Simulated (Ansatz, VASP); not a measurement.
One calculation of In2BiSb, two programs

The input INCAR:

```
SYSTEM = In2BiSb
  PREC = Accurate
  ENCUT = 520
  EDIFF = 1E-6
  ISMEAR = -1
  SIGMA = 0.02
  LREAL = .FALSE.
  LASPH = .TRUE.
  NELM = 60
  ALGO = Normal
  ISIF = 2
  LWAVE = .FALSE.
  LCHARG = .TRUE.
  GGA = PE
  LELF = .TRUE.
  LVHAR = .TRUE.
  NBANDS = 31
```

The input KPOINTS:

```
regular mesh
0
G
  4 4 4
  0 0 0
```

The input POSCAR:

```
In2BiSb
1.0
    4.7129019346      0.0000000000      0.0000000000
    0.0000000000      4.7129019346      0.0000000000
    0.0000000000      0.0000000000      6.6420055272
Sb In Bi
1 2 1
Direct
    0.0000000000      0.0000000000      0.0000000000
    0.0000000000      0.5000000000      0.7566036936
    0.5000000000      0.0000000000      0.2433963064
    0.5000000000      0.5000000000      0.5000000000
```

Input for Ansatz:

```yaml
crystal:
  lattice:
    - [4.7129019346, 0.0, 0.0]
    - [0.0, 4.7129019346, 0.0]
    - [0.0, 0.0, 6.6420055272]
  atoms:
    - { symbol: Sb, position: [0.0, 0.0, 0.0] }
    - { symbol: In, position: [0.0, 0.5, 0.7566036936] }
    - { symbol: Bi, position: [0.5, 0.5, 0.5] }
    - { symbol: In, position: [0.5, 0.0, 0.2433963064] }
kpoints:
  mp_grid: { grid: [4, 4, 4] }
hamiltonian:
  xc: pbe
scf:
  occupations: { method: fermi_dirac, width: 0.02 }
  n_extra_bands: 5
output:
  forces: true
  stress: true
  eigenvalues: true
```

Alike in both runs: task single point; functional PBE; k mesh 4 × 4 × 4; occupations fermi-dirac, width 0.02 eV; no spin polarisation.

|  | VASP | Ansatz |
| --- | --- | --- |
| version | VASP 6.6.1 | Ansatz 0.2.0 |
| potentials or method | VASP PAW PBE potentials, release 64 (Sb, In_d, Bi_d) | plane waves, PAW |
| plane-wave cutoff (eV) | 520 | 420 |
| valence electrons in the cell | 46 | 56 |

|  | VASP | Ansatz | Ansatz less VASP |
| --- | --- | --- | --- |
| pressure (GPa) | 1.5 | 1.6 | +0.02 |
| rms of the force components (eV/Å) | 0.009 | 0.008 | -0.0008 |

With one functional, cell and mesh, what is left measures potentials, basis and numerics. VASP's potentials hold 46 valence electrons a cell and Ansatz's 56, so a difference there can come from the potentials and not from the codes.

Spin-orbit coupling is off throughout.
